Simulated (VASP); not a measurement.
# Cu (Cmcm) in VASP: further runs, part 3 of 3

VASP 6.6.1. The steps go on from the part before.

**5. Single point, LDA**

Contents of INCAR:

```
  ALGO = Normal
  EDIFF = 1E-6
  ENCUT = 520
  ISIF = 2
  ISMEAR = 0
  LASPH = True
  LCHARG = False
  LREAL = False
  LWAVE = False
  NBANDS = 18
  NELM = 80
  PREC = Accurate
  SIGMA = 0.1
```

Contents of KPOINTS:

```
k-points
0
Gamma
  12 12 11
```

Contents of POSCAR:

```
Cu
1.0
    1.2184640000     -3.9763780000      0.0000000000
    1.2184640000      3.9763780000      0.0000000000
    0.0000000000      0.0000000000      2.4754960000
Cu
2
Direct
    0.1338670000      0.8661330000      0.2500000000
    0.8661330000      0.1338670000      0.7500000000
```

Potentials or basis: VASP PAW LDA potentials, release 64 (Cu).

Launch:

```console
cat potpaw_LDA.64/Cu/POTCAR > POTCAR
mpirun -np 1 vasp_std > vasp.out
```

OUTCAR:

```text
EDIFF = 1E-6
   ENCUT = 520
   ISIF = 2
   ISMEAR = 0
   LASPH = True
   LREAL = False
   NELM = 80
   PREC = Accurate

 ion  position               nearest neighbor table
   1  0.134  0.866  0.250-   2 2.46   2 2.46   2 2.54   2 2.54   2 2.54   2 2.54
   2  0.866  0.134  0.750-   1 2.46   1 2.46   1 2.54   1 2.54   1 2.54   1 2.54

  LATTYP: Found a base centered orthorhombic cell.
 ALAT       =     2.4369280000
 B/A-ratio  =     3.2634349476
 C/A-ratio  =     1.0158264832

  Lattice vectors:

 A1 = (   1.2184640000,  -3.9763780000,   0.0000000000)
 A2 = (   1.2184640000,   3.9763780000,   0.0000000000)
 A3 = (   0.0000000000,   0.0000000000,   2.4754960000)

Analysis of symmetry for initial positions (statically):
=====================================================================
 Subroutine PRICEL returns:
 Original cell was already a primitive cell.

 Routine SETGRP: Setting up the symmetry group for a
 base centered orthorhombic supercell.

 Subroutine GETGRP returns: Found  8 space group operations
 (whereof  4 operations were pure point group operations)
 out of a pool of  8 trial point group operations.

The static configuration has the point symmetry C_2h.
 The point group associated with its full space group is D_2h.

Analysis of symmetry for dynamics (positions and initial velocities):
=====================================================================
 Subroutine PRICEL returns:
 Original cell was already a primitive cell.

 Routine SETGRP: Setting up the symmetry group for a
 base centered orthorhombic supercell.

 Subroutine GETGRP returns: Found  8 space group operations
 (whereof  4 operations were pure point group operations)
 out of a pool of  8 trial point group operations.

The dynamic configuration has the point symmetry C_2h.
 The point group associated with its full space group is D_2h.

 Subroutine INISYM returns: Found  8 space group operations
 (whereof  4 operations are pure point group operations),
 and found     1 'primitive' translations

----------------------------------------------------------------------------------------

                                     Primitive cell

  volume of cell :      23.9879

  direct lattice vectors                    reciprocal lattice vectors
     1.218464000 -3.976378000  0.000000000     0.410352706 -0.125742573  0.000000000
     1.218464000  3.976378000  0.000000000     0.410352706  0.125742573  0.000000000
     0.000000000  0.000000000  2.475496000     0.000000000  0.000000000  0.403959449

  length of vectors
     4.158874429  4.158874429  2.475496000     0.429185902  0.429185902  0.403959449

  position of ions in fractional coordinates (direct lattice)
     0.133867000  0.866133000  0.250000000
     0.866133000  0.133867000  0.750000000

  ion indices of the primitive-cell ions
   primitive index   ion index
                 1           1
                 2           2

----------------------------------------------------------------------------------------

 KPOINTS: k-points

Automatic generation of k-mesh.
 Grid dimensions read from file:
 generate k-points for:   12   12   11

 Generating k-lattice:

  Cartesian coordinates                     Fractional coordinates (reciprocal lattice)
     0.034196059 -0.010478548  0.000000000     0.083333333  0.000000000  0.000000000
     0.034196059  0.010478548  0.000000000     0.000000000  0.083333333  0.000000000
     0.000000000  0.000000000  0.036723586     0.000000000  0.000000000  0.090909091

  Length of vectors
     0.035765492  0.035765492  0.036723586

  Shift w.r.t. Gamma in fractional coordinates (k-lattice)
     0.000000000  0.000000000  0.000000000

 Subroutine IBZKPT returns following result:
 ===========================================

 Found    258 irreducible k-points:

 Following reciprocal coordinates:
            Coordinates               Weight
  0.000000  0.000000  0.000000      1.000000
  0.083333 -0.000000  0.000000      4.000000
  0.166667 -0.000000  0.000000      4.000000
  0.250000  0.000000  0.000000      4.000000
  0.333333 -0.000000  0.000000      4.000000
  0.416667  0.000000  0.000000      4.000000
[... 16 lines left out ...]
  0.500000  0.166667  0.000000      4.000000
 -0.416667  0.166667  0.000000      4.000000
 [... further k-points ...]
   k-points           NKPTS =    258   k-points in BZ     NKDIM =    258   number of bands    NBANDS=     18
   number of dos      NEDOS =    301   number of ions     NIONS =      2
   total plane-waves  NPLWV =  18432
   dimension x,y,z NGX =    32 NGY =   32 NGZ =   18
   dimension x,y,z NGXF=    64 NGYF=   64 NGZF=   36
   ions per type =               2
   NGX,Y,Z   is equivalent  to a cutoff of  12.79, 12.79, 12.09 a.u.
   NGXF,Y,Z  is equivalent  to a cutoff of  25.58, 25.58, 24.18 a.u.
 SYSTEM =  unknown system
   PREC   = accura    normal or accurate (medium, high low for compatibility)
   ISTART =      0    job   : 0-new  1-cont  2-samecut
   ICHARG =      2    charge: 1-file 2-atom 10-const
   ISPIN  =      1    spin polarized calculation?
   LNONCOLLINEAR =      F non collinear calculations
   LSORBIT =      F    spin-orbit coupling
   LASPH  =      T    aspherical Exc in radial PAW
   ENCUT  =  520.0 eV  38.22 Ry    6.18 a.u.   7.73  7.73  4.60*2*pi/ulx,y,z
   NELM   =     80;   NELMIN=  2; NELMDL= -5     # of ELM steps
   EDIFF  = 0.1E-05   stopping-criterion for ELM
   LREAL  =      F    real-space projection
   EDIFFG = 0.1E-04   stopping-criterion for IOM
   NSW    =      0    number of steps for IOM
   IBRION =     -1    ionic relax: 0-MD 1-quasi-New 2-CG
   NFREE  =      0    steps in history (QN), initial steepest desc. (CG)
   ISIF   =      2    stress and relaxation
   ISYM   =      2    0-nonsym 1-usesym 2-fastsym
   POTIM  = 0.5000    time-step for ionic-motion
   TEBEG  =    0.0;   TEEND  =   0.0 temperature during run
   PSTRESS=    0.0 pullay stress
   NELECT =      22.0000    total number of electrons
   NUPDOWN=      -1.0000    fix difference up-down
   EMIN   =  10.00;   EMAX   =-10.00  energy-range for DOS
   EFERMI =   0.00;   METHOD = LEGACY
   ISMEAR =     0;   SIGMA  =   0.10  broadening in eV -4-tet -1-fermi 0-gaus
   EFERMI_NEDOS =   21; number of points for ismear=-14 and -15
   IALGO  =     38    algorithm
   IMIX   =      4    mixing-type and parameters
     AMIX     =   0.40;   BMIX     =  1.00
     AMIX_MAG =   1.60;   BMIX_MAG =  1.00
  volume/ion in A,a.u.               =      11.99        80.94
  Fermi-wavevector in a.u.,A,eV,Ry     =   1.590565  3.005733 34.421356  2.529898
  Thomas-Fermi vector in A             =   2.689241
   LORBIT       =      0    0 simple, 1 ext, 2 COOP (PROOUT), +10 PAW based schemes
   GGA     = CA    functional components
   LHFCALC =     F    Hartree Fock is set to
   AEXX    =    0.0000 exact exchange contribution
   IVDW    =     0    specifies the selected vdW correction
   LEPSILON=     F    determine dielectric tensor
   LRPA    =     F    only Hartree local field effects (RPA)
 non-spin polarized calculation
 Gauss-broadening in eV      SIGMA  =   0.10
  energy-cutoff  :      520.00
  volume of cell :       23.99
 maximum number of plane-waves:       670
   NGX = 15   NGY = 15   NGZ =  9

 number of electron      21.9999988 magnetization

 Free energy of the ion-electron system (eV)
  ---------------------------------------------------
  ext. energy  EPLUGINS =         0.00000000
  ---------------------------------------------------
  free energy    TOTEN  =        -9.08011308 eV

  energy without entropy =       -9.07813031  energy(sigma->0) =       -9.07912169

 E-fermi :   7.1383     XC(G=0): -12.9736

 val. band max:        7.1250262659   @ k =   0.1667   0.0833   0.4545
 cond. band min:       7.1637777642   @ k =   0.5000   0.3333   0.4545
 fundamental gap:      0.0387514983
 Fermi energy:         7.1383292720

 k-point     1 :       0.0000    0.0000    0.0000
  band No.  band energies     occupation
      1      -2.0920      2.00000
      2       2.1532      2.00000
      3       2.8926      2.00000
      4       3.3706      2.00000
      5       4.0852      2.00000
      6       4.3530      2.00000
[... 10 lines left out ...]
     17      26.7787      0.00000
     18      28.7596      0.00000
[... 463 lines left out ...]
 k-point    24 :      -0.4167    0.1667    0.0000
  band No.  band energies     occupation
      1       0.2031      2.00000
      2       2.3918      2.00000
      3       3.2770      2.00000
      4       3.5218      2.00000
      5       3.9543      2.00000
      6       4.4013      2.00000
[... 10 lines left out ...]
     17      27.6980      0.00000
     18      28.5692      0.00000

 [... further k-points ...]
[... 5 lines left out ...]
  --------------------------------------------------------------------------------------
  -------------------------------------------------------------------------------------
  Total       -0.9153078     -1.0710487     -0.9684079      0.0000000     -0.0000000      0.0000000
  in kB      -61.1343314    -71.5364185    -64.6809401      0.0000000     -0.0000000      0.0000000
  external PRESSURE =     -65.7838967 kB  Pullay stress =       0.0000000 kB

 VOLUME and BASIS-vectors are now :
 -----------------------------------------------------------------------------
  energy-cutoff  :      520.00
  volume of cell :       23.99
      direct lattice vectors                 reciprocal lattice vectors
     1.218464000 -3.976378000  0.000000000     0.410352706 -0.125742573  0.000000000
     1.218464000  3.976378000  0.000000000     0.410352706  0.125742573  0.000000000
     0.000000000  0.000000000  2.475496000     0.000000000  0.000000000  0.403959449

 POSITION                                       TOTAL-FORCE (eV/Angst)
 -----------------------------------------------------------------------------------
      1.21846      2.91177      0.61887         0.000000     -0.037070      0.000000
      1.21846     -2.91177      1.85662         0.000000      0.037070     -0.000000
 -----------------------------------------------------------------------------------
    total drift:                                0.000000     -0.000000      0.000000

  FREE ENERGIE OF THE ION-ELECTRON SYSTEM (eV)
  ---------------------------------------------------
  free  energy   TOTEN  =        -9.0801130810 eV

  energy  without entropy=       -9.0781303055  energy(sigma->0) =       -9.07912169
```

OSZICAR:

```text
N       E                     dE             d eps       ncg     rms          rms(c)
DAV:   1     0.121113738535E+03    0.12111E+03   -0.10445E+04 10018   0.220E+03
DAV:   2    -0.442218450444E+01   -0.12554E+03   -0.11884E+03  9308   0.288E+02
DAV:   3    -0.108984431669E+02   -0.64763E+01   -0.62478E+01 10510   0.890E+01
DAV:   4    -0.109709171199E+02   -0.72474E-01   -0.72402E-01 11126   0.101E+01
DAV:   5    -0.109719400129E+02   -0.10229E-02   -0.10228E-02 11742   0.104E+00    0.111E+01
DAV:   6    -0.991181931268E+01    0.10601E+01   -0.12562E+01  9968   0.103E+02    0.582E+00
DAV:   7    -0.910669325610E+01    0.80513E+00   -0.26053E+00 10100   0.431E+01    0.665E-01
DAV:   8    -0.908625422669E+01    0.20439E-01   -0.33990E-02 13784   0.295E+00    0.570E-01
DAV:   9    -0.908027933067E+01    0.59749E-02   -0.74204E-03 11480   0.241E+00    0.691E-02
DAV:  10    -0.908011249436E+01    0.16684E-03   -0.30979E-04 14406   0.194E-01    0.987E-03
DAV:  11    -0.908011308097E+01   -0.58661E-06   -0.52833E-06 13378   0.296E-02
   1 F= -.90801131E+01 E0= -.90791217E+01  d E =-.198278E-02
```

Wall time 71 s (1 thread of Intel Xeon Platinum 8259CL at 2.50GHz (Skylake/Cascade Lake), shared host); peak memory 0.2 GiB.

Results:

| Item | Value |
| --- | --- |
| Free energy | -9.0801 eV |
| Pressure | -6.6 GPa |
| Largest force | 0.037 eV/Å |
| Band gap on the k mesh | zero (bands 11 and 12 overlap by 5.12 eV) |

Forces in eV/Å, atoms in the order of the input:
```
Cu   0.000 -0.037  0.000
Cu   0.000  0.037  0.000
```

Levels at points of the mesh, in eV from the Fermi level:
```
           k point  band 7  band 8  band 9  band 10  band 11  band 12  band 13  band 14  band 15  band 16
(0.00, 0.00, 0.00)   -2.36   -2.05   -1.85    -1.71    -1.47    -0.03     4.79    14.69    18.33    19.22
(0.50, 0.00, 0.00)   -2.72   -2.52   -2.14    -1.68    -0.47     1.27     2.52     6.88    12.87    15.72
(0.50, 0.50, 0.00)   -2.60   -2.34   -2.31    -1.94    -1.61    -1.55    13.61    15.31    15.51    17.55
```

Caveat: the cell stands under tension.

**6. Summary**

```tsv
smearing	gap on the mesh (eV)	pressure (GPa)	largest force (eV/Å)
gaussian 0.5 eV	none	-6.6	0.04
gaussian 0.3 eV	none	-6.5	0.04
gaussian 0.2 eV	none	-6.5	0.04
gaussian 0.1 eV	none	-6.6	0.04
```

Alike in all rows: task single point; level LDA; potentials or basis VASP PAW LDA potentials, release 64 (Cu); no spin polarisation; cell as given; k mesh 12 × 12 × 11; cutoff (eV) 520.

Caveats: the cell stands under tension; so wide a smearing shifts energies and pressures (at least some runs).

Absolute energies hang on the potentials; compare differences alone.

The gap in the log of VASP goes by the Fermi energy; the results here count the filled bands.